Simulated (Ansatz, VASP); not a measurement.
## One calculation of AlNi, two programs

The input INCAR:

```
PREC     = Accurate       # precision mode
ENCUT    = 690            # plane-wave cutoff, eV
EDIFF    = 1E-6           # SCF threshold, eV
ISMEAR   = -1             # smearing method
SIGMA    = 0.05           # smearing width, eV
LREAL    = F              # projectors in reciprocal space
LASPH    = T              # aspherical terms in the spheres
NELM     = 200            # most SCF steps
ALGO     = Normal         # electronic algorithm
ISIF     = 2              # what is computed and relaxed
LWAVE    = F              # write WAVECAR
LCHARG   = F              # write CHGCAR
ISPIN    = 2              # spin polarisation
MAGMOM   = 1.2 0          # initial moments
LORBIT   = 11             # projections on sites
NUPDOWN  = 1.2            # fixed moment
LMAXMIX  = 4              # l up to which the mixer works
GGA      = PS             # functional
NBANDS   = 22             # bands
GGA_COMPAT= F
```

File KPOINTS:

```
Automatic mesh
0
Gamma
  8 8 7
```

The input POSCAR:

```
AlNi
1.0
    1.9386940000     -1.9531901500      0.0000000000
    1.9386940000      1.9531901500      0.0000000000
    0.0000000000      0.0000000000      3.0994300413
Ni Al
1 1
Direct
    0.5000000000      0.5000000000      0.5000000000
    0.0000000000      0.0000000000      0.0000000000
```

Contents of input.yaml:

```yaml
crystal:
  lattice:
    - [1.938694, -1.95319015, 0.0]
    - [1.938694, 1.95319015, 0.0]
    - [0.0, 0.0, 3.0994300413]
  atoms:
    - { symbol: Ni, position: [0.5, 0.5, 0.5], spin: 1.2 }
    - { symbol: Al, position: [0.0, 0.0, 0.0] }
hamiltonian:
  xc: pbesol
  pseudopotentials: { kind: paw }
magnetization:
  spin_polarized: true
  initial_magnetization: 1.2
  spin_locking: { lock_magnetization: hard }
kpoints:
  mp_grid: { grid: [8, 8, 7] }
scf:
  occupations: { method: fermi_dirac, width: 0.05 }
  lower_state_search: "off"
output:
  forces: true
  stress: true
  eigenvalues: true
  write_density: true
  write_potential: true
  elf: true
  volumetric_format: npy
```

Alike in both runs: task single point; functional PBEsol; k mesh 8 × 8 × 7; occupations fermi-dirac, width 0.05 eV; collinear spin; fixed moment 1.2 μB.

|  | VASP | Ansatz |
| --- | --- | --- |
| version | VASP 6.6.1 | Ansatz 0.2.0 |
| potentials or method | VASP PAW PBE potentials, release 64 (Ni_sv_GW, Al) | Ansatz PAW |
| plane-wave cutoff (eV) | 690 | 420 |
| valence electrons in the cell | 21 | 21 |

Ansatz gave:

| Item | Value |
| --- | --- |
| pressure (GPa) | 6.7 |
| traceless stress, the component that is largest in VASP (GPa) | -5.03 |
| net moment per atom (μB) | 0.60 |
| size of the moment on the site where the two differ most (μB) | 0.13 |

**Question.** Which values does VASP return?

**Answer.** Pressure (GPa): 5.7; traceless stress, the component that is largest in VASP (GPa): -5.03; net moment per atom (μB): 0.60; size of the moment on the site where the two differ most (μB): 0.08.

VASP's potentials were made for PBE, not for PBEsol. Site moments also hang on the region over which each program counts them.
